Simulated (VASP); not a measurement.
# Sc2Si3 (Amm2) in VASP: notebook

Sc2Si3 is run at these levels: PBE; tasks: single point.

Program: VASP 6.6.1. These are calculated values, not measurements. Logs are shortened: lines on timing, memory, paths and dates and some standing lists are left out, and cuts for length are marked.

## Step 1: The cell of the first run

The typed cell holds 5 atoms: a = 6.405 Å, b = 4.077 Å, c = 4.077 Å, α = 60.09°, β = 90.00°, γ = 90.00°.

## Step 2: Single point, PBE

The input, INCAR:

```
  PREC = Accurate
  ENCUT = 520
  EDIFF = 1E-7
  ISMEAR = 1
  SIGMA = 0.05
  LREAL = F
  LASPH = T
  NELM = 100
  ALGO = Normal
  ISIF = 2
  LWAVE = F
  LCHARG = T
  GGA = PE
  LELF = T
  LVHAR = T
  NBANDS = 25
```

The input, KPOINTS:

```
Automatic mesh
0
Gamma
  3 6 6
```

The input, POSCAR:

```
Sc2Si3
1.0
    6.4045930000      0.0000000000      0.0000000000
    0.0000000000      2.0413065223      3.5290963685
    0.0000000000     -2.0413065223      3.5290963685
Sc Si
2 3
Direct
    0.2362180000      0.0000380000      0.0000380000
    0.7637820000      0.0000380000      0.0000380000
    0.5000000000      0.3331795000      0.3331795000
    0.0000000000      0.3333970000      0.3333970000
    0.5000000000      0.6666550000      0.6666550000
```

Potentials or basis: VASP PAW PBE potentials, release 64 (Sc_sv, Si).

The run is started by

```
$ cat potpaw_PBE.64/Sc_sv/POTCAR potpaw_PBE.64/Si/POTCAR > POTCAR
$ mpirun -np 1 vasp_std > vasp.out
```

OUTCAR:

```text
PREC = Accurate
   ENCUT = 520
   EDIFF = 1E-7
   ISMEAR = 1
   LREAL = F
   LASPH = T
   NELM = 100
   ISIF = 2
   GGA = PE

 ion  position               nearest neighbor table
   1  0.236  0.000  0.000-   4 2.80   4 2.80   4 2.80   3 2.90   5 2.90   5 2.90   5 2.90   3 2.90
                             3 2.90   2 3.03   2 3.38
   2  0.764  0.000  0.000-   4 2.80   4 2.80   4 2.80   3 2.90   5 2.90   5 2.90   5 2.90   3 2.90
                             3 2.90   1 3.03   1 3.38
   3  0.500  0.333  0.333-   5 2.35   5 2.36   5 2.36   2 2.90   1 2.90   2 2.90   1 2.90   2 2.90
                             1 2.90
   4  0.000  0.333  0.333-   1 2.80   2 2.80   1 2.80   2 2.80   1 2.80   2 2.80
   5  0.500  0.667  0.667-   3 2.35   3 2.36   3 2.36   2 2.90   1 2.90   1 2.90   2 2.90   1 2.90
                             2 2.90

  LATTYP: Found a base centered orthorhombic cell.
 ALAT       =     4.0826130446
 B/A-ratio  =     1.7288419598
 C/A-ratio  =     1.5687484780

  Lattice vectors:

 A1 = (   0.0000000000,   2.0413065223,  -3.5290963685)
 A2 = (   0.0000000000,   2.0413065223,   3.5290963685)
 A3 = (   6.4045930000,   0.0000000000,   0.0000000000)

Analysis of symmetry for initial positions (statically):
=====================================================================
 Subroutine PRICEL returns:
 Original cell was already a primitive cell.

 Routine SETGRP: Setting up the symmetry group for a
 base centered orthorhombic supercell.

 Subroutine GETGRP returns: Found  4 space group operations
 (whereof  4 operations were pure point group operations)
 out of a pool of  8 trial point group operations.

The static configuration has the point symmetry C_2v.

Analysis of symmetry for dynamics (positions and initial velocities):
=====================================================================
 Subroutine PRICEL returns:
 Original cell was already a primitive cell.

 Routine SETGRP: Setting up the symmetry group for a
 base centered orthorhombic supercell.

 Subroutine GETGRP returns: Found  4 space group operations
 (whereof  4 operations were pure point group operations)
 out of a pool of  8 trial point group operations.

The dynamic configuration has the point symmetry C_2v.

 Subroutine INISYM returns: Found  4 space group operations
 (whereof  4 operations are pure point group operations),
 and found     1 'primitive' translations

----------------------------------------------------------------------------------------

                                     Primitive cell

  volume of cell :      92.2770

  direct lattice vectors                    reciprocal lattice vectors
     6.404593000  0.000000000  0.000000000     0.156137947  0.000000000  0.000000000
     0.000000000  2.041306522  3.529096368     0.000000000  0.244941166  0.141679327
     0.000000000 -2.041306522  3.529096368     0.000000000 -0.244941166  0.141679327

  length of vectors
     6.404593000  4.076941684  4.076941684     0.156137947  0.282965027  0.282965027

  position of ions in fractional coordinates (direct lattice)
     0.236218000  0.000038000  0.000038000
     0.763782000  0.000038000  0.000038000
     0.500000000  0.333179500  0.333179500
     0.000000000  0.333397000  0.333397000
     0.500000000  0.666655000  0.666655000

  ion indices of the primitive-cell ions
   primitive index   ion index
                 1           1
                 2           2
                 3           3
                 4           4
                 5           5

----------------------------------------------------------------------------------------

 KPOINTS: Automatic mesh

Automatic generation of k-mesh.
 Grid dimensions read from file:
 generate k-points for:    3    6    6

 Generating k-lattice:

  Cartesian coordinates                     Fractional coordinates (reciprocal lattice)
     0.052045982  0.000000000  0.000000000     0.333333333  0.000000000  0.000000000
     0.000000000  0.040823528  0.023613221     0.000000000  0.166666667  0.000000000
     0.000000000 -0.040823528  0.023613221     0.000000000  0.000000000  0.166666667

  Length of vectors
     0.052045982  0.047160838  0.047160838

  Shift w.r.t. Gamma in fractional coordinates (k-lattice)
     0.000000000  0.000000000  0.000000000

 Subroutine IBZKPT returns following result:
 ===========================================

 Found     26 irreducible k-points:

 Following reciprocal coordinates:
            Coordinates               Weight
  0.000000  0.000000  0.000000      1.000000
  0.333333  0.000000  0.000000      2.000000
  0.000000  0.166667 -0.000000      4.000000
  0.333333  0.166667 -0.000000      8.000000
  0.000000  0.333333  0.000000      4.000000
  0.333333  0.333333  0.000000      8.000000
[... 16 lines left out ...]
  0.000000 -0.333333  0.333333      2.000000
  0.333333 -0.333333  0.333333      4.000000
 [... further k-points ...]
   k-points           NKPTS =     26   k-points in BZ     NKDIM =     26   number of bands    NBANDS=     25
   number of dos      NEDOS =    301   number of ions     NIONS =      5
   total plane-waves  NPLWV =  43200
   dimension x,y,z NGX =    48 NGY =   30 NGZ =   30
   dimension x,y,z NGXF=    96 NGYF=   60 NGZF=   60
   ions per type =               2   3
   NGX,Y,Z   is equivalent  to a cutoff of  12.46, 12.23, 12.23 a.u.
   NGXF,Y,Z  is equivalent  to a cutoff of  24.92, 24.47, 24.47 a.u.
 SYSTEM =  unknown system
   PREC   = accura    normal or accurate (medium, high low for compatibility)
   ISTART =      0    job   : 0-new  1-cont  2-samecut
   ICHARG =      2    charge: 1-file 2-atom 10-const
   ISPIN  =      1    spin polarized calculation?
   LNONCOLLINEAR =      F non collinear calculations
   LSORBIT =      F    spin-orbit coupling
   LASPH  =      T    aspherical Exc in radial PAW
   ENCUT  =  520.0 eV  38.22 Ry    6.18 a.u.  11.91  7.58  7.58*2*pi/ulx,y,z
   NELM   =    100;   NELMIN=  2; NELMDL= -5     # of ELM steps
   EDIFF  = 0.1E-06   stopping-criterion for ELM
   LREAL  =      F    real-space projection
   EDIFFG = 0.1E-05   stopping-criterion for IOM
   NSW    =      0    number of steps for IOM
   IBRION =     -1    ionic relax: 0-MD 1-quasi-New 2-CG
   NFREE  =      0    steps in history (QN), initial steepest desc. (CG)
   ISIF   =      2    stress and relaxation
   ISYM   =      2    0-nonsym 1-usesym 2-fastsym
   POTIM  = 0.5000    time-step for ionic-motion
   TEBEG  =    0.0;   TEEND  =   0.0 temperature during run
   PSTRESS=    0.0 pullay stress
   NELECT =      34.0000    total number of electrons
   NUPDOWN=      -1.0000    fix difference up-down
   EMIN   =  10.00;   EMAX   =-10.00  energy-range for DOS
   EFERMI =   0.00;   METHOD = LEGACY
   ISMEAR =     1;   SIGMA  =   0.05  broadening in eV -4-tet -1-fermi 0-gaus
   EFERMI_NEDOS =   21; number of points for ismear=-14 and -15
   IALGO  =     38    algorithm
   IMIX   =      4    mixing-type and parameters
     AMIX     =   0.40;   BMIX     =  1.00
     AMIX_MAG =   1.60;   BMIX_MAG =  1.00
  volume/ion in A,a.u.               =      18.46       124.54
  Fermi-wavevector in a.u.,A,eV,Ry     =   1.173645  2.217867 18.741241  1.377442
  Thomas-Fermi vector in A             =   2.310055
   LORBIT       =      0    0 simple, 1 ext, 2 COOP (PROOUT), +10 PAW based schemes
   GGA     = PE    functional components
   LHFCALC =     F    Hartree Fock is set to
   AEXX    =    0.0000 exact exchange contribution
   IVDW    =     0    specifies the selected vdW correction
   LEPSILON=     F    determine dielectric tensor
   LRPA    =     F    only Hartree local field effects (RPA)
 non-spin polarized calculation
 Methfessel and Paxton  Order N= 1 SIGMA  =   0.05
  energy-cutoff  :      520.00
  volume of cell :       92.28
 maximum number of plane-waves:      2505
 NGX is ok and might be reduce to    48
   NGX = 23   NGY = 15   NGZ = 15

 number of electron      34.0000003 magnetization

 Free energy of the ion-electron system (eV)
  ---------------------------------------------------
  ext. energy  EPLUGINS =         0.00000000
  ---------------------------------------------------
  free energy    TOTEN  =       -30.69876957 eV

  energy without entropy =      -30.69814241  energy(sigma->0) =      -30.69856052

 E-fermi :   6.1409     XC(G=0): -10.4214

 val. band max:        6.1212520630   @ k =   0.0000   0.1667   0.1667
 cond. band min:       6.3879067604   @ k =   0.3333   0.3333   0.0000
 fundamental gap:      0.2666546975
 Fermi energy:         6.1409367813

 k-point     1 :       0.0000    0.0000    0.0000
  band No.  band energies     occupation
      1     -42.8675      2.00000
      2     -42.8358      2.00000
      3     -21.6369      2.00000
      4     -21.5454      2.00000
      5     -21.5448      2.00000
      6     -21.5096      2.00000
[... 17 lines left out ...]
     24       9.1958      0.00000
     25       9.4298      0.00000

 k-point     2 :       0.3333    0.0000    0.0000
  band No.  band energies     occupation
      1     -42.8624      2.00000
      2     -42.8409      2.00000
      3     -21.5767      2.00000
      4     -21.5384      2.00000
      5     -21.5378      2.00000
      6     -21.5167      2.00000
[... 17 lines left out ...]
     24       8.8380      0.00000
     25       9.7466      0.00000

 k-point     3 :       0.0000    0.1667   -0.0000
  band No.  band energies     occupation
      1     -42.8668      2.00000
      2     -42.8353      2.00000
      3     -21.6340      2.00000
      4     -21.5568      2.00000
      5     -21.5476      2.00000
      6     -21.5187      2.00000
[... 552 lines left out ...]
 k-point    23 :       0.0000   -0.3333    0.3333
  band No.  band energies     occupation
      1     -42.8646      2.00000
      2     -42.8333      2.00000
      3     -21.6239      2.00000
      4     -21.5790      2.00000
      5     -21.5747      2.00000
      6     -21.5365      2.00000
[... 17 lines left out ...]
     24       9.6664      0.00000
     25       9.7660      0.00000

 k-point    24 :       0.3333   -0.3333    0.3333
  band No.  band energies     occupation
      1     -42.8597      2.00000
      2     -42.8383      2.00000
      3     -21.5702      2.00000
      4     -21.5666      2.00000
      5     -21.5660      2.00000
      6     -21.5454      2.00000
[... 17 lines left out ...]
     24       9.5154      0.00000
     25       9.7892      0.00000

 [... further k-points ...]
[... 5 lines left out ...]
  --------------------------------------------------------------------------------------
  -------------------------------------------------------------------------------------
  Total       -0.1326548     -0.0421455     -0.0365970      0.0000000      0.0000000      0.0000000
  in kB       -2.3032452     -0.7317589     -0.6354236      0.0000000      0.0000000      0.0000000
  external PRESSURE =      -1.2234759 kB  Pullay stress =       0.0000000 kB

 VOLUME and BASIS-vectors are now :
 -----------------------------------------------------------------------------
  energy-cutoff  :      520.00
  volume of cell :       92.28
      direct lattice vectors                 reciprocal lattice vectors
     6.404593000  0.000000000  0.000000000     0.156137947  0.000000000  0.000000000
     0.000000000  2.041306522  3.529096368     0.000000000  0.244941166  0.141679327
     0.000000000 -2.041306522  3.529096368     0.000000000 -0.244941166  0.141679327

 POSITION                                       TOTAL-FORCE (eV/Angst)
 -----------------------------------------------------------------------------------
      1.51288      0.00000      0.00027        -0.022724      0.000000     -0.007595
      4.89171      0.00000      0.00027         0.022724      0.000000     -0.007595
      3.20230      0.00000      2.35165         0.000000      0.000000     -0.005177
      0.00000      0.00000      2.35318         0.000000      0.000000      0.008196
      3.20230      0.00000      4.70538         0.000000      0.000000      0.012171
 -----------------------------------------------------------------------------------
    total drift:                                0.000000     -0.000000      0.000037

  FREE ENERGIE OF THE ION-ELECTRON SYSTEM (eV)
  ---------------------------------------------------
  free  energy   TOTEN  =       -30.6987695734 eV

  energy  without entropy=      -30.6981424136  energy(sigma->0) =      -30.69856052
```

Wall time 27 s (1 thread of Intel Xeon 6975P-C (Granite Rapids), shared host); peak memory 0.21 GiB.

Results:

- Free energy: -30.6988 eV
- Pressure: -0.1 GPa
- Largest force: 0.024 eV/Å
- Band gap on the k mesh: zero (band 17 reaches 7.36 eV, above the bottom of band 18 at 6.00 eV)

Forces on the atoms (eV/Å):
```
Sc  -0.023  0.000 -0.008
Sc   0.023  0.000 -0.008
Si   0.000  0.000 -0.005
Si   0.000  0.000  0.008
Si   0.000  0.000  0.012
```

Stress tensor (GPa, compression positive):
```
-0.23  0.00  0.00
 0.00 -0.07  0.00
 0.00  0.00 -0.06
```

## Step 3: Single point, PBE

The input, INCAR:

```
SYSTEM = Sc2Si3
  PREC = Accurate
  ENCUT = 520
  EDIFF = 1E-6
  ISMEAR = 1
  SIGMA = 0.05
  LREAL = .False.
  LASPH = .True.
  NELM = 60
  ALGO = Normal
  ISIF = 2
  LWAVE = .False.
  LCHARG = .False.
  GGA = PE
  NBANDS = 25
```

The input, KPOINTS:

```
Automatic mesh
0
Gamma
  4 7 7
  0 0 0
```

POSCAR is that of step 2.

Potentials or basis: VASP PAW PBE potentials, release 64 (Sc_sv, Si).

The run is started by

```
$ cat potpaw_PBE.64/Sc_sv/POTCAR potpaw_PBE.64/Si/POTCAR > POTCAR
$ mpirun -np 1 vasp_std > vasp.out
```

Wall time 41 s (1 thread of Intel Xeon 6975P-C (Granite Rapids), shared host); peak memory 0.24 GiB.

Results (log left out):

| Item | Value |
| --- | --- |
| Free energy | -30.7373 eV |
| Pressure | 0.0 GPa |
| Largest force | 0.047 eV/Å |
| Band gap on the k mesh | zero (band 17 reaches 6.92 eV, above the bottom of band 18 at 5.73 eV) |

Forces in eV/Å, atoms in the order of the input:
```
Sc   0.047  0.000 -0.006
Sc  -0.047  0.000 -0.006
Si   0.000  0.000  0.004
Si   0.000  0.000  0.006
Si   0.000  0.000  0.001
```

Stress tensor (GPa, compression positive):
```
-0.27  0.00  0.00
 0.00  0.06  0.00
 0.00  0.00  0.18
```

Levels at points of the mesh, in eV from the Fermi level:
```csv
k point,band 13,band 14,band 15,band 16,band 17,band 18,band 19,band 20,band 21,band 22
"(0.00, 0.00, 0.00)",-3.13,-0.87,-0.87,-0.68,-0.11,0.79,0.80,1.00,1.01,1.76
"(0.50, 0.00, 0.00)",-2.97,-2.08,-0.52,-0.52,-0.49,-0.48,-0.45,1.43,1.44,1.92
```

(Part 1 of 2 ends here.)
